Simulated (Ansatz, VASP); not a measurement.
Two plane-wave programs on Mg

```
Mg
1.0
     0.00000    3.38547    3.38547
     3.38547    0.00000    3.38547
     3.38547    3.38547    0.00000
Mg
2
Direct
  0.12500 0.12500 0.12500
  0.87500 0.87500 0.87500
```

Alike in both runs: task single point; functional PBE; k mesh 9 × 9 × 9; occupations fermi-dirac, width 0.1 eV; no spin polarisation.

```csv
,VASP,Ansatz
version,VASP 6.6.1,Ansatz 0.2.0
potentials or method,"VASP PAW PBE potentials, release 64 (Mg), cutoff 520 eV","plane waves (420 eV) with PAW, scalar-relativistic"
valence electrons in the cell,4,20
```

|  | VASP | Ansatz | Ansatz less VASP |
| --- | --- | --- | --- |
| pressure (GPa) | 0.5 | 0.5 | +0.02 |

The functional is the same, so the differences come from potentials, cutoffs and numerics. VASP's potentials hold 4 valence electrons a cell and Ansatz's 20, so a difference there can come from the potentials and not from the codes.
